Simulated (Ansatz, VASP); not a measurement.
**Two plane-wave programs on H3C18N**

```
CELL_PARAMETERS angstrom
7.39800 0.00000 0.00000
-3.69900 6.40686 0.00000
0.00000 0.00000 12.00000
ATOMIC_POSITIONS crystal
C 0.00071 0.99321 0.05802
C 0.22409 0.10494 0.05808
C 0.00048 0.32852 0.05761
C 0.22434 0.44043 0.05802
C 0.00262 0.66206 0.05751
C 0.22213 0.77178 0.05793
C 0.33383 0.99515 0.05811
C 0.55767 0.10710 0.05792
C 0.33604 0.32874 0.05804
C 0.55557 0.43856 0.05777
C 0.33409 0.65997 0.05810
C 0.55745 0.77158 0.05814
C 0.66934 0.99537 0.05806
C 0.88884 0.10513 0.05794
C 0.66745 0.32667 0.05740
C 0.89078 0.43835 0.05712
C 0.66725 0.66185 0.05791
C 0.89095 0.77369 0.05781
N 0.83419 0.41922 0.33333
H 0.83034 0.37776 0.41492
H 0.70509 0.29924 0.29670
H 0.95905 0.41677 0.29855
```

Alike in both runs: functional PBE; dispersion D3(BJ); k mesh 2 × 2 × 1; occupations gaussian, width 0.05 eV; no spin polarisation.

Ansatz relaxed the structure, and its values are those at the end. VASP's run is a single point on that final structure, the one shown.

```csv
,VASP,Ansatz
version,VASP 6.6.1,Ansatz 0.2.0
potentials or method,"VASP PAW PBE potentials, release 64 (C, N, H), cutoff 520 eV","scalar-relativistic, plane waves, PAW"
valence electrons in the cell,80,80
```

VASP gave:

| Property | Result |
| --- | --- |
| rms of the force components (eV/Å) | 0.014 |

Q: Which values does Ansatz return?

A: rms of the force components (eV/Å): 0.007.

The k mesh is coarse, so the values compare programs but aren't converged.
